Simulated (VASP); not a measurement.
# HgTe (Coloradoite) (I-4m2) in VASP: a series of runs, part 2 of 2

VASP 6.6.1.

**3. Single point, PBE**

This run uses another cell than the first one, of 34.21 Å³/atom, 1.010 times its volume.

The input, INCAR:

```
  ALGO = Normal
  EDIFF = 1E-6
  ENCUT = 520
  GGA = PE
  ISIF = 2
  ISMEAR = 0
  LASPH = True
  LCHARG = True
  LELF = True
  LREAL = False
  LVHAR = True
  LWAVE = False
  NBANDS = 16
  NELM = 60
  PREC = Accurate
  SIGMA = 0.05
```

The input, KPOINTS:

```
k-points
0
Gamma
  6 6 6
```

The input, POSCAR:

```
HgTe
1.0
    0.0000000000      3.2145000000      3.3109350000
    3.2145000000      0.0000000000      3.3109350000
    3.2145000000      3.2145000000      0.0000000000
Hg Te
1 1
Direct
    0.0000000000      0.0000000000      0.0000000000
    0.2500000000      0.2500000000      0.2500000000
```

Potentials or basis: VASP PAW PBE potentials, release 64 (Hg, Te).

Run with:

```
cat potpaw_PBE.64/Hg/POTCAR potpaw_PBE.64/Te/POTCAR > POTCAR
mpirun -np 1 vasp_std > vasp.out
```

OUTCAR:

```text
EDIFF = 1E-6
   ENCUT = 520
   GGA = PE
   ISIF = 2
   ISMEAR = 0
   LASPH = True
   LREAL = False
   NELM = 60
   PREC = Accurate

 ion  position               nearest neighbor table
   1  0.000  0.000  0.000-   2 2.81   2 2.81   2 2.81   2 2.81
   2  0.250  0.250  0.250-   1 2.81   1 2.81   1 2.81   1 2.81

  LATTYP: Found a body centered tetragonal cell.
 ALAT       =     4.5459894962
 C/A-ratio  =     1.4566399692

  Lattice vectors:

 A1 = (  -3.2145000000,   0.0000000000,   3.3109350000)
 A2 = (   3.2145000000,   0.0000000000,   3.3109350000)
 A3 = (   0.0000000000,   3.2145000000,  -3.3109350000)

Analysis of symmetry for initial positions (statically):
=====================================================================
 Subroutine PRICEL returns:
 Original cell was already a primitive cell.

 Routine SETGRP: Setting up the symmetry group for a
 body centered tetragonal supercell.

 Subroutine GETGRP returns: Found  8 space group operations
 (whereof  8 operations were pure point group operations)
 out of a pool of 16 trial point group operations.

The static configuration has the point symmetry D_2d.

Analysis of symmetry for dynamics (positions and initial velocities):
=====================================================================
 Subroutine PRICEL returns:
 Original cell was already a primitive cell.

 Routine SETGRP: Setting up the symmetry group for a
 body centered tetragonal supercell.

 Subroutine GETGRP returns: Found  8 space group operations
 (whereof  8 operations were pure point group operations)
 out of a pool of 16 trial point group operations.

The dynamic configuration has the point symmetry D_2d.

 Subroutine INISYM returns: Found  8 space group operations
 (whereof  8 operations are pure point group operations),
 and found     1 'primitive' translations

----------------------------------------------------------------------------------------

                                     Primitive cell

  volume of cell :      68.4239

  direct lattice vectors                    reciprocal lattice vectors
     0.000000000  3.214500000  3.310935000    -0.155545186  0.155545186  0.151014744
     3.214500000  0.000000000  3.310935000     0.155545186 -0.155545186  0.151014744
     3.214500000  3.214500000  0.000000000     0.155545186  0.155545186 -0.151014744

  length of vectors
     4.614683177  4.614683177  4.545989496     0.266822155  0.266822155  0.266822155

  position of ions in fractional coordinates (direct lattice)
     0.000000000  0.000000000  0.000000000
     0.250000000  0.250000000  0.250000000

  ion indices of the primitive-cell ions
   primitive index   ion index
                 1           1
                 2           2

----------------------------------------------------------------------------------------

 KPOINTS: k-points

Automatic generation of k-mesh.
 Grid dimensions read from file:
 generate k-points for:    6    6    6

 Generating k-lattice:

  Cartesian coordinates                     Fractional coordinates (reciprocal lattice)
    -0.025924198  0.025924198  0.025169124     0.166666667 -0.000000000  0.000000000
     0.025924198 -0.025924198  0.025169124    -0.000000000  0.166666667  0.000000000
     0.025924198  0.025924198 -0.025169124     0.000000000  0.000000000  0.166666667

  Length of vectors
     0.044470359  0.044470359  0.044470359

  Shift w.r.t. Gamma in fractional coordinates (k-lattice)
     0.000000000  0.000000000  0.000000000

 Subroutine IBZKPT returns following result:
 ===========================================

 Found     30 irreducible k-points:

 Following reciprocal coordinates:
            Coordinates               Weight
  0.000000  0.000000  0.000000      1.000000
  0.166667 -0.000000  0.000000      8.000000
  0.333333  0.000000  0.000000      8.000000
  0.500000 -0.000000  0.000000      4.000000
  0.166667  0.166667  0.000000      2.000000
  0.333333  0.166667  0.000000      8.000000
[... 16 lines left out ...]
  0.333333  0.000000  0.333333      4.000000
  0.500000 -0.000000  0.333333     16.000000
 [... further k-points ...]
   k-points           NKPTS =     30   k-points in BZ     NKDIM =     30   number of bands    NBANDS=     16
   number of dos      NEDOS =    301   number of ions     NIONS =      2
   total plane-waves  NPLWV =  46656
   dimension x,y,z NGX =    36 NGY =   36 NGZ =   36
   dimension x,y,z NGXF=    72 NGYF=   72 NGZF=   72
   ions per type =               1   1
   NGX,Y,Z   is equivalent  to a cutoff of  12.97, 12.97, 13.17 a.u.
   NGXF,Y,Z  is equivalent  to a cutoff of  25.94, 25.94, 26.33 a.u.
 SYSTEM =  unknown system
   PREC   = accura    normal or accurate (medium, high low for compatibility)
   ISTART =      0    job   : 0-new  1-cont  2-samecut
   ICHARG =      2    charge: 1-file 2-atom 10-const
   ISPIN  =      1    spin polarized calculation?
   LNONCOLLINEAR =      F non collinear calculations
   LSORBIT =      F    spin-orbit coupling
   LASPH  =      T    aspherical Exc in radial PAW
   ENCUT  =  520.0 eV  38.22 Ry    6.18 a.u.   8.58  8.58  8.45*2*pi/ulx,y,z
   NELM   =     60;   NELMIN=  2; NELMDL= -5     # of ELM steps
   EDIFF  = 0.1E-05   stopping-criterion for ELM
   LREAL  =      F    real-space projection
   EDIFFG = 0.1E-04   stopping-criterion for IOM
   NSW    =      0    number of steps for IOM
   IBRION =     -1    ionic relax: 0-MD 1-quasi-New 2-CG
   NFREE  =      0    steps in history (QN), initial steepest desc. (CG)
   ISIF   =      2    stress and relaxation
   ISYM   =      2    0-nonsym 1-usesym 2-fastsym
   POTIM  = 0.5000    time-step for ionic-motion
   TEBEG  =    0.0;   TEEND  =   0.0 temperature during run
   PSTRESS=    0.0 pullay stress
   NELECT =      18.0000    total number of electrons
   NUPDOWN=      -1.0000    fix difference up-down
   EMIN   =  10.00;   EMAX   =-10.00  energy-range for DOS
   EFERMI =   0.00;   METHOD = LEGACY
   ISMEAR =     0;   SIGMA  =   0.05  broadening in eV -4-tet -1-fermi 0-gaus
   EFERMI_NEDOS =   21; number of points for ismear=-14 and -15
   IALGO  =     38    algorithm
   IMIX   =      4    mixing-type and parameters
     AMIX     =   0.40;   BMIX     =  1.00
     AMIX_MAG =   1.60;   BMIX_MAG =  1.00
  volume/ion in A,a.u.               =      34.21       230.87
  Fermi-wavevector in a.u.,A,eV,Ry     =   1.048970  1.982266 14.971015  1.100339
  Thomas-Fermi vector in A             =   2.183914
   LORBIT       =      0    0 simple, 1 ext, 2 COOP (PROOUT), +10 PAW based schemes
   GGA     = PE    functional components
   LHFCALC =     F    Hartree Fock is set to
   AEXX    =    0.0000 exact exchange contribution
   IVDW    =     0    specifies the selected vdW correction
   LEPSILON=     F    determine dielectric tensor
   LRPA    =     F    only Hartree local field effects (RPA)
 non-spin polarized calculation
 Gauss-broadening in eV      SIGMA  =   0.05
  energy-cutoff  :      520.00
  volume of cell :       68.42
 maximum number of plane-waves:      1864
 NGX is ok and might be reduce to    36
   NGX = 17   NGY = 17   NGZ = 17

 number of electron      18.0000003 magnetization

 Free energy of the ion-electron system (eV)
  ---------------------------------------------------
  ext. energy  EPLUGINS =         0.00000000
  ---------------------------------------------------
  free energy    TOTEN  =        -3.59107707 eV

  energy without entropy =       -3.59081439  energy(sigma->0) =       -3.59094573

 E-fermi :   2.9943     XC(G=0):  -8.6812

 val. band max:        2.9942768779   @ k =   0.0000   0.0000   0.0000
 cond. band min:       3.6591072176   @ k =   0.5000  -0.0000   0.0000
 fundamental gap:      0.6648303397
 Fermi energy:         2.9943378729

 k-point     1 :       0.0000    0.0000    0.0000
  band No.  band energies     occupation
      1      -8.9277      2.00000
      2      -4.3222      2.00000
      3      -4.3153      2.00000
      4      -4.3153      2.00000
      5      -3.8156      2.00000
      6      -3.7956      2.00000
[... 8 lines left out ...]
     15      12.2774      0.00000
     16      12.6040      0.00000
[... 419 lines left out ...]
 k-point    24 :       0.5000   -0.0000    0.3333
  band No.  band energies     occupation
      1      -8.2244      2.00000
      2      -4.1389      2.00000
      3      -4.0422      2.00000
      4      -3.9769      2.00000
      5      -3.7643      2.00000
      6      -3.4592      2.00000
[... 8 lines left out ...]
     15      13.2802      0.00000
     16      14.2854      0.00000

 [... further k-points ...]
[... 5 lines left out ...]
  --------------------------------------------------------------------------------------
  -------------------------------------------------------------------------------------
  Total        1.3727087      1.3727087      1.2144444      0.0000000      0.0000000     -0.0000000
  in kB       32.1426347     32.1426347     28.4367994      0.0000000      0.0000000     -0.0000000
  external PRESSURE =      30.9073563 kB  Pullay stress =       0.0000000 kB

 VOLUME and BASIS-vectors are now :
 -----------------------------------------------------------------------------
  energy-cutoff  :      520.00
  volume of cell :       68.42
      direct lattice vectors                 reciprocal lattice vectors
     0.000000000  3.214500000  3.310935000    -0.155545186  0.155545186  0.151014744
     3.214500000  0.000000000  3.310935000     0.155545186 -0.155545186  0.151014744
     3.214500000  3.214500000  0.000000000     0.155545186  0.155545186 -0.151014744

 POSITION                                       TOTAL-FORCE (eV/Angst)
 -----------------------------------------------------------------------------------
      0.00000      0.00000      0.00000         0.000000      0.000000      0.000000
      1.60725      1.60725      1.65547        -0.000000     -0.000000     -0.000000
 -----------------------------------------------------------------------------------
    total drift:                               -0.000000     -0.000000     -0.000000

  FREE ENERGIE OF THE ION-ELECTRON SYSTEM (eV)
  ---------------------------------------------------
  free  energy   TOTEN  =        -3.5910770658 eV

  energy  without entropy=       -3.5908143902  energy(sigma->0) =       -3.59094573
```

It took 28 s on 1 thread of Intel Xeon 6975P-C (Granite Rapids), shared host; peak memory 0.21 GiB.

Results:

```
Free energy            : -3.5911 eV
Pressure               : 3.1 GPa
Band gap on the k mesh : zero (filled and empty bands touch)
```

Caveat: spin-orbit coupling is left out, which moves the levels of the heavy elements.
